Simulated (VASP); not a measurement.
Wanted: the native input for a VASP 6.6.1 run.

| Item | Value |
| --- | --- |
| Task | single point |
| Functional | LDA |
| Potentials or basis | VASP PAW LDA potentials, release 64 (Ca_sv, O) |
| Cutoff | 520 eV |
| k mesh | 6 × 6 × 6 |
| Occupations | gaussian, width 0.05 eV |
| Spin | no spin polarisation |
| Dipole correction | no |
| Further INCAR settings | ALGO = Normal; EDIFF = 1e-07; NBANDS = 42 |

The structure of CaO lies in POSCAR:

```
CaO
1.0
    4.8980000000      0.0000000000      0.0000000000
    0.0000000000     -4.8980000000      0.0000000000
    0.0000000000      0.0000000000     -4.8980000000
Ca O
4 4
Direct
    0.0000000000      0.5000000000      0.5000000000
    0.5000000000      0.0000000000      0.5000000000
    0.5000000000      0.5000000000      0.0000000000
    0.0000000000      0.0000000000      0.0000000000
    0.5000000000      0.0000000000     -0.0816659861
    0.0000000000      0.5000000000      0.0000000000
    0.0000000000      0.0000000000      0.5000000000
    0.5000000000      0.5000000000      0.5000000000
```

This cell differs from its parent crystal: atom 5 (O) moved +0.400 Å towards its neighbour atom 2 (Ca) at 2.449 Å.

These files were run (other wordings do the same):

INCAR

```
  ALGO = Normal
  EDIFF = 1E-7
  ENCUT = 520
  GGA = CA
  ISIF = 2
  ISMEAR = 0
  LASPH = True
  LCHARG = False
  LREAL = False
  LWAVE = False
  NBANDS = 42
  NELM = 80
  PREC = Accurate
  SIGMA = 0.05
```

KPOINTS

```
k-points
0
Gamma
  6 6 6
```

Potentials or basis: VASP PAW LDA potentials, release 64 (Ca_sv, O).

The run is started by

```bash
$ cat potpaw_LDA.64/Ca_sv/POTCAR potpaw_LDA.64/O/POTCAR > POTCAR
$ mpirun -np 1 vasp_std > vasp.out
```

Results of the run:

```yaml
Pressure: -9.6 GPa
Largest_force: 2.618 eV/Å
Band_gap_on_the_k_mesh: 3.50 eV, direct
```

Caveat: the cell differs from its parent crystal (atom 5 (O) moved +0.400 Å towards its neighbour atom 2 (Ca) at 2.449 Å); forces of over 1 eV/Å act on the atoms, so gaps and moduli don't describe the material at rest.

Wall time 3.1 min on 1 thread of Intel Xeon 6975P-C, on a shared host, peak memory 0.27 GiB.
